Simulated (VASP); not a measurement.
# MgO (Periclase) (Fm-3m) in VASP: a series of runs, part 2 of 2

VASP 6.6.1.

## Step 3: Single point, PBEsol

Contents of INCAR:

```
ALGO = Normal ; EDIFF = 1E-6
ENCUT = 600 ; GGA = PS
GGA_COMPAT = F ; ISIF = 2
ISMEAR = 0 ; LASPH = T
LCHARG = T ; LELF = T
LREAL = F ; LVHAR = T
LWAVE = F ; NBANDS = 11
NELM = 120 ; PREC = Accurate
SIGMA = 0.02
```

Contents of KPOINTS:

```
k-points
0
Gamma
  12 12 12
```

Contents of POSCAR:

```
MgO
1.0
    0.0000000000      1.7477323446      1.7477323446
    1.7477323446      0.0000000000      1.7477323446
    1.7477323446      1.7477323446      0.0000000000
Mg O
1 1
Direct
    0.0000000000      0.0000000000      0.0000000000
    0.5000000000      0.5000000000      0.5000000000
```

Potentials or basis: VASP PAW PBE potentials, release 64 (Mg, O).

Started as:

```console
$ cat potpaw_PBE.64/Mg/POTCAR potpaw_PBE.64/O/POTCAR > POTCAR
$ mpirun -np 1 vasp_std > vasp.out
```

OUTCAR:

```text
EDIFF = 1E-6
   ENCUT = 600
   GGA = PS
   ISIF = 2
   ISMEAR = 0
   LASPH = T
   LREAL = F
   NELM = 120
   PREC = Accurate

 ion  position               nearest neighbor table
   1  0.000  0.000  0.000-   2 1.75   2 1.75   2 1.75   2 1.75   2 1.75   2 1.75
   2  0.500  0.500  0.500-   1 1.75   1 1.75   1 1.75   1 1.75   1 1.75   1 1.75

  LATTYP: Found a face centered cubic cell.
 ALAT       =     3.4954646892

  Lattice vectors:

[... 522 lines left out ...]

------------------------ aborting loop because EDIFF is reached ----------------------------------------

  FORCE on cell =-STRESS in cart. coord.  units (eV):
  Direction    XX          YY          ZZ          XY          YZ          ZX
  --------------------------------------------------------------------------------------
  -------------------------------------------------------------------------------------
  Total       19.3369237     19.3369237     19.3369237      0.0000000      0.0000000     -0.0000000
  in kB     2901.6377914   2901.6377914   2901.6377914      0.0000000      0.0000000     -0.0000000
  external PRESSURE =    2901.6377914 kB  Pullay stress =       0.0000000 kB

 VOLUME and BASIS-vectors are now :
 -----------------------------------------------------------------------------
  energy-cutoff  :      600.00
  volume of cell :       10.68
      direct lattice vectors                 reciprocal lattice vectors
     0.000000000  1.747732345  1.747732345    -0.286084996  0.286084996  0.286084996
     1.747732345  0.000000000  1.747732345     0.286084996 -0.286084996  0.286084996
     1.747732345  1.747732345  0.000000000     0.286084996  0.286084996 -0.286084996

 POSITION                                       TOTAL-FORCE (eV/Angst)
 -----------------------------------------------------------------------------------
      0.00000      0.00000      0.00000         0.000000      0.000000     -0.000000
      1.74773      1.74773      1.74773        -0.000000     -0.000000      0.000000
 -----------------------------------------------------------------------------------
    total drift:                                0.000000      0.000000      0.000000

  FREE ENERGIE OF THE ION-ELECTRON SYSTEM (eV)
  ---------------------------------------------------
  free  energy   TOTEN  =        -8.0697739427 eV

  energy  without entropy=       -8.0697739427  energy(sigma->0) =       -8.06977394
```

Run time: 17 s. Hardware: 1 thread of Intel Xeon 8259CL, shared host; peak memory 0.13 GiB.

Results:

```
Free energy            : -8.0698 eV
Pressure               : 290.2 GPa
Band gap on the k mesh : 8.71 eV, indirect (least direct gap 11.00 eV)
```

Caveat: the PAW data sets were made with another functional, which shifts forces and pressure a little.

## Step 4: Relaxation of cell and atoms, PBEsol, target pressure 280 GPa, at which the enthalpy is minimised

This run uses another cell than the first one, of 7.41 Å³/atom, 1.387 times its volume.

Contents of INCAR:

```
SYSTEM = MgO
PREC = Accurate
ENCUT = 600
EDIFF = 1E-7
ISMEAR = 0
SIGMA = 0.1
LREAL = .False.
LASPH = .True.
NELM = 120
ALGO = Normal
ISIF = 3
LWAVE = .False.
LCHARG = .False.
GGA = PS
IBRION = 2
NSW = 80
EDIFFG = -0.05
PSTRESS = 2800.0
GGA_COMPAT = .False.
NELMIN = 4
```

Contents of KPOINTS:

```
regular mesh
0
Gamma
  8 8 8
  0 0 0
```

Contents of POSCAR:

```
MgO
1.0
    0.0000000000      1.9495000000      1.9495000000
    1.9495000000      0.0000000000      1.9495000000
    1.9495000000      1.9495000000      0.0000000000
Mg O
1 1
Direct
    0.0000000000      0.0000000000      0.0000000000
    0.5000000000      0.5000000000      0.5000000000
```

Started as:

```console
$ cat potpaw_PBE.64/Mg/POTCAR potpaw_PBE.64/O/POTCAR > POTCAR
$ mpirun -np 1 vasp_std > vasp.out
```

It took 50 s on 1 thread of Intel Xeon 8259CL, shared host; peak memory 0.21 GiB.

Results (log left out):

```
Free energy                                            : -8.2744 eV
Relaxed volume                                         : 5.39 Å³/atom
Relaxed cell                                           : a = 2.480 Å, b = 2.480 Å, c = 2.480 Å, α = 60.00°, β = 60.00°, γ = 60.00°
Space group after relaxing (to 0.05 Å)                 : Fm-3m (No. 225)
Energy change on relaxing (the enthalpy is what falls) : +1824.8 meV/atom
Ionic steps                                            : 6
Pressure after relaxing                                : 279.4 GPa
Band gap on the k mesh                                 : 8.74 eV, indirect (least direct gap 11.01 eV)
```

The path:
| step | energy change (eV) | largest force (eV/Å) | pressure (GPa) | volume (Å³) |
| --- | --- | --- | --- | --- |
| 1 | 0.0000 | 0.0000 | 59.57 | 14.82 |
| 2 | 203.6164 | 0.0000 | 15860.14 | 1.95 |
| 3 | 1.1699 | 0.0000 | 133.42 | 12.79 |
| 4 | 2.1950 | 0.0000 | 194.05 | 11.78 |
| 5 | 3.8081 | 0.0000 | 288.79 | 10.69 |
| 6 | 3.6495 | 0.0000 | 279.44 | 10.78 |

Final structure:
```yaml
crystal:
  lattice:
    - [0.00000, 1.75344, 1.75344]
    - [1.75344, 0.00000, 1.75344]
    - [1.75344, 1.75344, 0.00000]
  atoms:
    - { symbol: Mg, position: [0.00000, 0.00000, 0.00000] }
    - { symbol: O, position: [0.50000, 0.50000, 0.50000] }
```

Levels at points of the mesh, in eV from the valence-band top:
| k point | band 1 | band 2 | band 3 | band 4 | band 5 | band 6 | band 7 | band 8 |
| --- | --- | --- | --- | --- | --- | --- | --- | --- |
| (0.00, 0.00, 0.00) | -21.03 | 0.00 | 0.00 | 0.00 | 12.10 | 18.44 | 18.44 | 18.44 |
| (0.50, 0.00, 0.00) | -17.67 | -7.81 | -1.67 | -1.67 | 11.74 | 19.34 | 22.56 | 22.56 |
| (0.50, 0.50, 0.00) | -17.41 | -6.82 | -2.26 | -2.26 | 8.74 | 17.43 | 20.03 | 29.03 |

Caveat: the cell is relaxed towards a set pressure, so the enthalpy falls and the energy may rise; the volume moved by over 15 % at a fixed basis, so the end points are rough; the PAW data sets were made with another functional, which shifts forces and pressure a little.

## Step 5: Relaxation of cell and atoms, PBEsol, target pressure 280 GPa, at which the enthalpy is minimised

Contents of INCAR:

```
SYSTEM = MgO
  ALGO = Normal
  EDIFF = 1E-7
  EDIFFG = -0.05
  ENCUT = 600
  GGA = PS
  GGA_COMPAT = .FALSE.
  IBRION = 2
  ISIF = 3
  ISMEAR = 0
  LASPH = .TRUE.
  LCHARG = .FALSE.
  LREAL = .FALSE.
  LWAVE = .FALSE.
  NELM = 120
  NELMIN = 4
  NSW = 80
  PREC = Accurate
  PSTRESS = 2800.0
  SIGMA = 0.1
```

Contents of KPOINTS:

```
k-points
0
G
  10 10 10
  0 0 0
```

Contents of POSCAR:

```
MgO
1.0
    0.0000000000      1.7482935923      1.7482935923
    1.7482935923      0.0000000000      1.7482935923
    1.7482935923      1.7482935923      0.0000000000
Mg O
1 1
Direct
    0.0000000000      0.0000000000      0.0000000000
    0.5000000000      0.5000000000      0.5000000000
```

Started as:

```console
$ cat potpaw_PBE.64/Mg/POTCAR potpaw_PBE.64/O/POTCAR > POTCAR
$ mpirun -np 1 vasp_std > vasp.out
```

Wall time 24 s (1 thread of Intel Xeon 8259CL, shared host); peak memory 0.13 GiB.

Results (log left out):

```yaml
Free_energy: -8.2452 eV
Relaxed_volume: 5.39 Å³/atom
Relaxed_cell: a = 2.479 Å, b = 2.479 Å, c = 2.479 Å, α = 60.00°, β = 60.00°, γ = 60.00°
Space_group_after_relaxing_to_0.05_Å: Fm-3m (No. 225)
Energy_change_on_relaxing_the_enthalpy_is_what_falls: -78.3 meV/atom
Ionic_steps: 3
Pressure_after_relaxing: 279.9 GPa
Band_gap_on_the_k_mesh: 8.73 eV, indirect (least direct gap 11.00 eV)
```

Step by step:
| step | energy change (eV) | largest force (eV/Å) | pressure (GPa) | volume (Å³) |
| --- | --- | --- | --- | --- |
| 1 | 0.0000 | 0.0000 | 289.07 | 10.69 |
| 2 | -0.7860 | 0.0000 | 243.01 | 11.16 |
| 3 | -0.1567 | 0.0000 | 279.87 | 10.78 |

Final structure:
```
Mg O
1.0
     0.00000    1.75309    1.75309
     1.75309    0.00000    1.75309
     1.75309    1.75309    0.00000
Mg O
1 1
Direct
  0.00000 0.00000 0.00000
  0.50000 0.50000 0.50000
```

Levels at points of the mesh, in eV from the valence-band top:
```tsv
k point	band 1	band 2	band 3	band 4	band 5	band 6	band 7	band 8
(0.00, 0.00, 0.00)	-21.04	0.00	0.00	0.00	12.11	18.44	18.44	18.44
(0.50, 0.00, 0.00)	-17.68	-7.82	-1.68	-1.68	11.74	19.35	22.56	22.56
(0.50, 0.50, 0.00)	-17.41	-6.82	-2.27	-2.27	8.73	17.44	20.04	29.04
```

Caveat: the cell is relaxed towards a set pressure, so the enthalpy falls and the energy may rise; the PAW data sets were made with another functional, which shifts forces and pressure a little. As with any semilocal functional, this PBEsol gap is likely too small.

## Step 6: Summary

```tsv
task	cell	k mesh	smearing	gap on the mesh (eV)	pressure (GPa)
single point	a = 2.472 Å, angles 60.0°, 2 atoms	10 × 10 × 10	gaussian 0.1 eV	8.71	289.1
single point	a = 2.472 Å, angles 60.0°, 2 atoms	12 × 12 × 12	gaussian 0.02 eV	8.71	290.2
relaxation of cell and atoms	relaxed to 280 GPa from a = 2.757 Å, angles 60.0°, 2 atoms	8 × 8 × 8	gaussian 0.1 eV	8.74	279.4
relaxation of cell and atoms	relaxed to 280 GPa from a = 2.472 Å, angles 60.0°, 2 atoms	10 × 10 × 10	gaussian 0.1 eV	8.73	279.9
```

Alike in all rows: level PBEsol; potentials or basis VASP PAW PBE potentials, release 64 (Mg, O); no spin polarisation; cutoff (eV) 600.

Caveats: the PAW data sets were made with another functional, which shifts forces and pressure a little; the cell is relaxed towards a set pressure, so the enthalpy falls and the energy may rise (some runs); the volume moved by over 15 % at a fixed basis, so the end points are rough (some runs).

Total energies depend on the potentials used, so only differences within one code and one set of settings carry meaning.
